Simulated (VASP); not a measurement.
Here is a VASP 6.6.1 calculation.

INCAR

```
PREC = Accurate ; ENCUT = 520
EDIFF = 1E-7 ; ISMEAR = 0
SIGMA = 0.05 ; LREAL = F
LASPH = T ; NELM = 100
ALGO = Normal ; ISIF = 2
LWAVE = F ; LCHARG = F
GGA = PE ; NBANDS = 18
```

File KPOINTS:

```
Automatic mesh
0
Gamma
  12 12 8
```

The input POSCAR:

```
PtS2
1.0
    3.5431994758      0.0000000000      0.0000000000
   -1.7715997379      3.0685007567      0.0000000000
    0.0000000000      0.0000000000      4.7868600000
Pt S
1 2
Direct
    0.0000000000      0.0000000000      0.0000000000
    0.3333333333      0.6666666667      0.2500000000
    0.6666666667      0.3333333333      0.7500000000
```

Potentials or basis: VASP PAW PBE potentials, release 64 (Pt, S).

Run with:

```bash
$ cat potpaw_PBE.64/Pt/POTCAR potpaw_PBE.64/S/POTCAR > POTCAR
$ mpirun -np 1 vasp_std > vasp.out
```

Q: What does it give for the pressure?

A: 7.9 GPa.

Q: Predict the largest force.

A: 0.377 eV/Å.

Stress tensor (GPa, compression positive):
```
8.56 0.00 0.00
0.00 8.56 0.00
0.00 0.00 6.70
```

Caveat: the cell differs from its parent crystal (strain +0.000 along x and y, -0.050 along z).
